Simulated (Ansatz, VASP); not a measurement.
# Two plane-wave programs on HgTe

The input INCAR:

```
ALGO = Normal
EDIFF = 1E-6
ENCUT = 520
GGA = PS
ISIF = 2
ISMEAR = 0
LASPH = True
LCHARG = False
LREAL = False
LWAVE = False
NBANDS = 16
NELM = 80
PREC = Accurate
SIGMA = 0.15
```

File KPOINTS:

```
k-points
0
Gamma
  14 14 14
```

File POSCAR:

```
HgTe
1.0
    0.0000000000      3.2718525000      3.1267950000
    3.2718525000      0.0000000000      3.1267950000
    3.2718525000      3.2718525000      0.0000000000
Hg Te
1 1
Direct
    0.0000000000      0.0000000000      0.0000000000
    0.7500000000      0.7500000000      0.7500000000
```

Input for Ansatz:

```yaml
crystal:
  lattice:
    - [0.0, 3.2718525, 3.126795]
    - [3.2718525, 0.0, 3.126795]
    - [3.2718525, 3.2718525, 0.0]
  atoms:
    - { symbol: Hg, position: [0.0, 0.0, 0.0] }
    - { symbol: Te, position: [0.75, 0.75, 0.75] }
basis:
  ecutwfc: 420
kpoints:
  mp_grid: { grid: [14, 14, 14] }
hamiltonian:
  xc: pbesol
scf:
  occupations: { method: gaussian, width: 0.15 }
output:
  forces: true
  stress: true
  eigenvalues: true
```

Change from the starting cell: strain +0.015 along x and y, -0.030 along z, atoms carried along.

Alike in both runs: task single point; functional PBEsol; k mesh 14 × 14 × 14; occupations gaussian, width 0.15 eV; no spin polarisation.

|  | VASP | Ansatz |
| --- | --- | --- |
| version | VASP 6.6.1 | Ansatz 0.2.0 |
| potentials or method | VASP PAW PBE potentials, release 64 (Hg, Te), cutoff 520 eV | scalar-relativistic, plane waves, PAW |
| valence electrons in the cell | 18 | 36 |

VASP gave:

| Quantity | Value |
| --- | --- |
| gap on the k mesh at the Fermi level (eV) | none |
| pressure (GPa) | 1.4 |
| traceless stress, the component that is largest in VASP (GPa) | 0.41 |

Q: Estimate Ansatz's values.

A: gap on the k mesh at the Fermi level (eV): none; pressure (GPa): 1.3; traceless stress, the component that is largest in VASP (GPa): 0.41.

VASP's potentials were made for PBE, not for PBEsol. A gap of «none» marks a metal or a gap that the smearing closes. VASP's potentials hold 18 valence electrons a cell and Ansatz's 36, so a difference there can come from the potentials and not from the codes.

Neither program's run includes spin-orbit coupling.
